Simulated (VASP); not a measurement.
Wanted: the native input for a VASP 6.6.1 run.

| Quantity | Value |
| --- | --- |
| Task | single point |
| Functional | LDA |
| Potentials or basis | VASP PAW LDA potentials, release 64 (Bi_d) |
| Cutoff | 520 eV |
| k mesh | 5 × 5 × 7 |
| Occupations | methfessel-paxton, width 0.025 eV |
| Spin | no spin polarisation |
| Dipole correction | no |
| Further INCAR settings | ALGO = Normal; EDIFF = 1e-06; NBANDS = 22 |

The structure of Bi lies in POSCAR:

```
Bi
1.0
    3.4885980000     -3.1325780000      0.0000000000
    3.4885980000      3.1325780000      0.0000000000
   -1.2602350000      0.0000000000      3.1135500000
Bi
2
Direct
    0.7530610000      0.7530610000      0.8573820000
    0.2469390000      0.2469390000      0.1426180000
```

One way to write it, as run:

INCAR

```
PREC = Accurate
ENCUT = 520
EDIFF = 1E-6
ISMEAR = 1
SIGMA = 0.025
LREAL = F
LASPH = T
NELM = 60
ALGO = Normal
ISIF = 2
LWAVE = F
LCHARG = F
NBANDS = 22
```

KPOINTS

```
regular mesh
0
Gamma
  5 5 7
```

Potentials or basis: VASP PAW LDA potentials, release 64 (Bi_d).

Run with:

```console
$ cat potpaw_LDA.64/Bi_d/POTCAR > POTCAR
$ mpirun -np 1 vasp_std > vasp.out
```

Results of the run:

```yaml
Pressure: -3.5 GPa
Largest_force: 0.119 eV/Å
Band_gap_on_the_k_mesh: zero (band 15 reaches 9.67 eV, above the bottom of band 16 at 4.69 eV)
```

Caveat: spin-orbit coupling is left out, which moves the levels of the heavy elements.

Wall time 23 s on 1 thread of AMD EPYC 9R45 (Zen 5), on a shared host, peak memory 0.16 GiB.
